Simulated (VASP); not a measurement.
# SbMo2 (Pn-3m) in VASP: notebook

SbMo2 is run at these levels: PBE; tasks: single point, relaxation of cell and atoms.

Everything below comes from runs of VASP 6.6.1. Logs are shortened: lines on timing, memory, paths and dates and some standing lists are left out, and cuts for length are marked.

### 1 The cell of the first run

It takes space group Pn-3m (No. 224, cubic). The conventional cell has a = 5.059 Å, b = 5.059 Å, c = 5.059 Å, α = 90.00°, β = 90.00°, γ = 90.00°. Within 2.9 Å of Sb (site symmetry -43m) lie 4 Mo at 2.19 Å. Within 2.9 Å of Mo (site symmetry -3m) lie 2 Sb at 2.19 Å.

### 2 Single point, PBE

Contents of INCAR:

```
SYSTEM = SbMo2
  PREC = Accurate
  ENCUT = 500
  EDIFF = 1E-6
  ISMEAR = 0
  SIGMA = 0.1
  LREAL = .FALSE.
  LASPH = .TRUE.
  NELM = 120
  ALGO = Normal
  ISIF = 2
  LWAVE = .FALSE.
  LCHARG = .FALSE.
  GGA = PE
  NBANDS = 42
  GGA_COMPAT = .FALSE.
```

Contents of KPOINTS:

```
regular mesh
0
G
  4 4 4
  0 0 0
```

Contents of POSCAR:

```
SbMo2
1.0
    5.0592810115      0.0000000000      0.0000000000
    0.0000000000      5.0592810115      0.0000000000
    0.0000000000      0.0000000000      5.0592810115
Sb Mo
2 4
Direct
    0.0000000000      0.0000000000      0.0000000000
    0.5000000000      0.5000000000      0.5000000000
    0.2500000000      0.2500000000      0.2500000000
    0.2500000000      0.7500000000      0.7500000000
    0.7500000000      0.7500000000      0.2500000000
    0.7500000000      0.2500000000      0.7500000000
```

Potentials or basis: VASP PAW PBE potentials, release 64 (Sb, Mo_sv).

The run is started by

```bash
$ cat potpaw_PBE.64/Sb/POTCAR potpaw_PBE.64/Mo_sv/POTCAR > POTCAR
$ mpirun -np 1 vasp_std > vasp.out
```

OUTCAR:

```text
SYSTEM = SbMo2
   PREC = Accurate
   ENCUT = 500
   EDIFF = 1E-6
   ISMEAR = 0
   LREAL = .FALSE.
   LASPH = .TRUE.
   NELM = 120
   ISIF = 2
   GGA = PE

 ion  position               nearest neighbor table
   1  0.000  0.000  0.000-   3 2.19   4 2.19   5 2.19   6 2.19
   2  0.500  0.500  0.500-   3 2.19   4 2.19   5 2.19   6 2.19
   3  0.250  0.250  0.250-   1 2.19   2 2.19
   4  0.250  0.750  0.750-   1 2.19   2 2.19
   5  0.750  0.750  0.250-   1 2.19   2 2.19
   6  0.750  0.250  0.750-   1 2.19   2 2.19

  LATTYP: Found a simple cubic cell.
 ALAT       =     5.0592810115

  Lattice vectors:

 A1 = (   5.0592810115,   0.0000000000,   0.0000000000)
 A2 = (   0.0000000000,   5.0592810115,   0.0000000000)
 A3 = (   0.0000000000,   0.0000000000,   5.0592810115)

Analysis of symmetry for initial positions (statically):
=====================================================================
 Subroutine PRICEL returns:
 Original cell was already a primitive cell.

 Routine SETGRP: Setting up the symmetry group for a
 simple cubic supercell.

 Subroutine GETGRP returns: Found 48 space group operations
 (whereof 24 operations were pure point group operations)
 out of a pool of 48 trial point group operations.

The static configuration has the point symmetry T_d .
 The point group associated with its full space group is O_h .

Analysis of symmetry for dynamics (positions and initial velocities):
=====================================================================
 Subroutine PRICEL returns:
 Original cell was already a primitive cell.

 Routine SETGRP: Setting up the symmetry group for a
 simple cubic supercell.

 Subroutine GETGRP returns: Found 48 space group operations
 (whereof 24 operations were pure point group operations)
 out of a pool of 48 trial point group operations.

The dynamic configuration has the point symmetry T_d .
 The point group associated with its full space group is O_h .

 Subroutine INISYM returns: Found 48 space group operations
 (whereof 24 operations are pure point group operations),
 and found     1 'primitive' translations

----------------------------------------------------------------------------------------

                                     Primitive cell

  volume of cell :     129.4990

  direct lattice vectors                    reciprocal lattice vectors
[... 80 lines left out ...]
   EDIFF  = 0.1E-05   stopping-criterion for ELM
   LREAL  =      F    real-space projection
   EDIFFG = 0.1E-04   stopping-criterion for IOM
   NSW    =      0    number of steps for IOM
   IBRION =     -1    ionic relax: 0-MD 1-quasi-New 2-CG
   NFREE  =      0    steps in history (QN), initial steepest desc. (CG)
   ISIF   =      2    stress and relaxation
   ISYM   =      2    0-nonsym 1-usesym 2-fastsym
   POTIM  = 0.5000    time-step for ionic-motion
   TEBEG  =    0.0;   TEEND  =   0.0 temperature during run
   PSTRESS=    0.0 pullay stress
   NELECT =      66.0000    total number of electrons
   NUPDOWN=      -1.0000    fix difference up-down
   EMIN   =  10.00;   EMAX   =-10.00  energy-range for DOS
   EFERMI =   0.00;   METHOD = LEGACY
   ISMEAR =     0;   SIGMA  =   0.10  broadening in eV -4-tet -1-fermi 0-gaus
   EFERMI_NEDOS =   21; number of points for ismear=-14 and -15
   IALGO  =     38    algorithm
   IMIX   =      4    mixing-type and parameters
     AMIX     =   0.40;   BMIX     =  1.00
     AMIX_MAG =   1.60;   BMIX_MAG =  1.00
  volume/ion in A,a.u.               =      21.58       145.65
  Fermi-wavevector in a.u.,A,eV,Ry     =   1.307678  2.471152 23.266243  1.710021
  Thomas-Fermi vector in A             =   2.438396
   LORBIT       =      0    0 simple, 1 ext, 2 COOP (PROOUT), +10 PAW based schemes
   GGA     = PE    functional components
   LHFCALC =     F    Hartree Fock is set to
   AEXX    =    0.0000 exact exchange contribution
   IVDW    =     0    specifies the selected vdW correction
   LEPSILON=     F    determine dielectric tensor
   LRPA    =     F    only Hartree local field effects (RPA)
 non-spin polarized calculation
 Gauss-broadening in eV      SIGMA  =   0.10
  energy-cutoff  :      500.00
  volume of cell :      129.50
 maximum number of plane-waves:      3328
 NGX is ok and might be reduce to    40
   NGX = 19   NGY = 19   NGZ = 19

 number of electron      66.0000017 magnetization

 Free energy of the ion-electron system (eV)
  ---------------------------------------------------
  ext. energy  EPLUGINS =         0.00000000
  ---------------------------------------------------
  free energy    TOTEN  =       -25.68789909 eV

  energy without entropy =      -25.64401131  energy(sigma->0) =      -25.66595520

 E-fermi :   8.5309     XC(G=0): -11.1169

 val. band max:        8.4943652752   @ k =   0.2500   0.2500   0.2500
 cond. band min:       8.5575074002   @ k =   0.5000   0.0000   0.0000
 fundamental gap:      0.0631421250
 Fermi energy:         8.5308641793

 k-point     1 :       0.0000    0.0000    0.0000
  band No.  band energies     occupation
      1     -52.0921      2.00000
      2     -52.0528      2.00000
      3     -52.0528      2.00000
      4     -52.0528      2.00000
      5     -27.0811      2.00000
      6     -26.7181      2.00000
[... 439 lines left out ...]
     41      11.3937      0.00000
     42      11.6401      0.00000

------------------------ aborting loop because EDIFF is reached ----------------------------------------

  FORCE on cell =-STRESS in cart. coord.  units (eV):
  Direction    XX          YY          ZZ          XY          YZ          ZX
  --------------------------------------------------------------------------------------
  -------------------------------------------------------------------------------------
  Total       43.1351889     43.1351889     43.1351889     -0.0000000     -0.0000000      0.0000000
  in kB      533.6737971    533.6737971    533.6737971     -0.0000000     -0.0000000      0.0000000
  external PRESSURE =     533.6737971 kB  Pullay stress =       0.0000000 kB

 VOLUME and BASIS-vectors are now :
 -----------------------------------------------------------------------------
  energy-cutoff  :      500.00
  volume of cell :      129.50
      direct lattice vectors                 reciprocal lattice vectors
     5.059281012  0.000000000  0.000000000     0.197656544  0.000000000  0.000000000
     0.000000000  5.059281012  0.000000000     0.000000000  0.197656544  0.000000000
     0.000000000  0.000000000  5.059281012     0.000000000  0.000000000  0.197656544

 POSITION                                       TOTAL-FORCE (eV/Angst)
 -----------------------------------------------------------------------------------
      0.00000      0.00000      0.00000         0.000000     -0.000000      0.000000
      2.52964      2.52964      2.52964         0.000000     -0.000000      0.000000
      1.26482      1.26482      1.26482        -0.000000      0.000000     -0.000000
      1.26482      3.79446      3.79446         0.000000      0.000000      0.000000
      3.79446      3.79446      1.26482        -0.000000      0.000000      0.000000
      3.79446      1.26482      3.79446         0.000000     -0.000000     -0.000000
 -----------------------------------------------------------------------------------
    total drift:                                0.000000      0.000000      0.000000

  FREE ENERGIE OF THE ION-ELECTRON SYSTEM (eV)
  ---------------------------------------------------
  free  energy   TOTEN  =       -25.6878990935 eV

  energy  without entropy=      -25.6440113108  energy(sigma->0) =      -25.66595520
```

It took 64 s on 1 thread of Oxide Virtual Turin-like, shared host; peak memory 0.21 GiB.

What came out:

| Item | Value |
| --- | --- |
| Free energy | -25.6879 eV |
| Pressure | 53.4 GPa |
| Band gap on the k mesh | zero (bands 33 and 34 overlap by 0.71 eV) |

Caveat: the cell stands under pressure; spin-orbit coupling is left out, which moves the levels of the heavy elements.

### 3 Single point, PBE

This run uses another cell than the first one, of 31.59 Å³/atom.

Contents of INCAR:

```
SYSTEM = SbMo2
ALGO = Normal
EDIFF = 1E-6
ENCUT = 500
GGA = PE
GGA_COMPAT = .FALSE.
ISIF = 2
ISMEAR = 0
LASPH = .TRUE.
LCHARG = .FALSE.
LREAL = .FALSE.
LWAVE = .FALSE.
NBANDS = 42
NELM = 120
PREC = Accurate
SIGMA = 0.1
```

Contents of KPOINTS:

```
k-points
0
G
  4 4 4
  0 0 0
```

Edit POSCAR of step 2 so:

```diff
@@ -2,5 +2,5 @@
 1.0
-    5.0592810115      0.0000000000      0.0000000000
-    0.0000000000      5.0592810115      0.0000000000
-    0.0000000000      0.0000000000      5.0592810115
+    5.7439522854      0.0000000000      0.0000000000
+    0.0000000000      5.7439522854      0.0000000000
+    0.0000000000      0.0000000000      5.7439522854
 Sb Mo
```

Potentials or basis: VASP PAW PBE potentials, release 64 (Sb, Mo_sv).

The run is started by

```bash
$ cat potpaw_PBE.64/Sb/POTCAR potpaw_PBE.64/Mo_sv/POTCAR > POTCAR
$ mpirun -np 1 vasp_std > vasp.out
```

OUTCAR:

```text
SYSTEM = SbMo2
   EDIFF = 1E-6
   ENCUT = 500
   GGA = PE
   ISIF = 2
   ISMEAR = 0
   LASPH = .TRUE.
   LREAL = .FALSE.
   NELM = 120
   PREC = Accurate

 ion  position               nearest neighbor table
   1  0.000  0.000  0.000-   3 2.49   4 2.49   5 2.49   6 2.49
   2  0.500  0.500  0.500-   3 2.49   4 2.49   5 2.49   6 2.49
   3  0.250  0.250  0.250-   1 2.49   2 2.49
   4  0.250  0.750  0.750-   1 2.49   2 2.49
   5  0.750  0.750  0.250-   1 2.49   2 2.49
[... 643 lines left out ...]
  -------------------------------------------------------------------------------------
  Total       -0.0144574     -0.0144574     -0.0144574     -0.0000000     -0.0000000     -0.0000000
  in kB       -0.1222273     -0.1222273     -0.1222273     -0.0000000     -0.0000000     -0.0000000
  external PRESSURE =      -0.1222273 kB  Pullay stress =       0.0000000 kB

 VOLUME and BASIS-vectors are now :
 -----------------------------------------------------------------------------
  energy-cutoff  :      500.00
  volume of cell :      189.51
      direct lattice vectors                 reciprocal lattice vectors
     5.743952285  0.000000000  0.000000000     0.174096154  0.000000000  0.000000000
     0.000000000  5.743952285  0.000000000     0.000000000  0.174096154  0.000000000
     0.000000000  0.000000000  5.743952285     0.000000000  0.000000000  0.174096154

 POSITION                                       TOTAL-FORCE (eV/Angst)
 -----------------------------------------------------------------------------------
      0.00000      0.00000      0.00000         0.000000      0.000000     -0.000000
      2.87198      2.87198      2.87198         0.000000      0.000000     -0.000000
      1.43599      1.43599      1.43599        -0.000000      0.000000      0.000000
      1.43599      4.30796      4.30796         0.000000      0.000000     -0.000000
      4.30796      4.30796      1.43599         0.000000     -0.000000     -0.000000
      4.30796      1.43599      4.30796        -0.000000     -0.000000      0.000000
 -----------------------------------------------------------------------------------
    total drift:                                0.000000      0.000000     -0.000000

  FREE ENERGIE OF THE ION-ELECTRON SYSTEM (eV)
  ---------------------------------------------------
  free  energy   TOTEN  =       -32.7955851040 eV

  energy  without entropy=      -32.6880673699  energy(sigma->0) =      -32.74182624
```

OSZICAR:

```text
N       E                     dE             d eps       ncg     rms          rms(c)
DAV:   1     0.650880942240E+03    0.65088E+03   -0.36412E+04   984   0.138E+03
DAV:   2    -0.655137732138E+01   -0.65743E+03   -0.63789E+03  1010   0.397E+02
DAV:   3    -0.345206743269E+02   -0.27969E+02   -0.26377E+02  1068   0.719E+01
DAV:   4    -0.359032671123E+02   -0.13826E+01   -0.12772E+01  1200   0.131E+01
DAV:   5    -0.359686076121E+02   -0.65340E-01   -0.64131E-01  1080   0.248E+00    0.154E+01
DAV:   6    -0.328792474280E+02    0.30894E+01   -0.19773E+01  1086   0.173E+01    0.493E+00
DAV:   7    -0.327956509241E+02    0.83597E-01   -0.10796E+00  1046   0.463E+00    0.332E+00
DAV:   8    -0.327950837701E+02    0.56715E-03   -0.74667E-02  1130   0.107E+00    0.839E-01
DAV:   9    -0.327953292790E+02   -0.24551E-03   -0.48792E-03  1090   0.340E-01    0.136E-01
DAV:  10    -0.327955423743E+02   -0.21310E-03   -0.49183E-04  1128   0.112E-01    0.595E-02
DAV:  11    -0.327955835348E+02   -0.41161E-04   -0.84316E-05  1052   0.464E-02    0.111E-02
DAV:  12    -0.327955855343E+02   -0.19995E-05   -0.66738E-06   958   0.118E-02    0.430E-03
DAV:  13    -0.327955851040E+02    0.43038E-06   -0.88943E-07   568   0.458E-03
   1 F= -.32795585E+02 E0= -.32741826E+02  d E =-.107518E+00
```

Wall time 96 s (1 thread of Oxide Virtual Turin-like, shared host); peak memory 0.24 GiB.

What came out:

* Free energy: -32.7956 eV
* Pressure: 0.0 GPa
* Band gap on the k mesh: zero (bands 33 and 34 overlap by 0.35 eV)

Caveat: spin-orbit coupling is left out, which moves the levels of the heavy elements.

(Part 1 of 2 ends here.)

The gap in the log of VASP goes by the Fermi energy; the results here count the filled bands.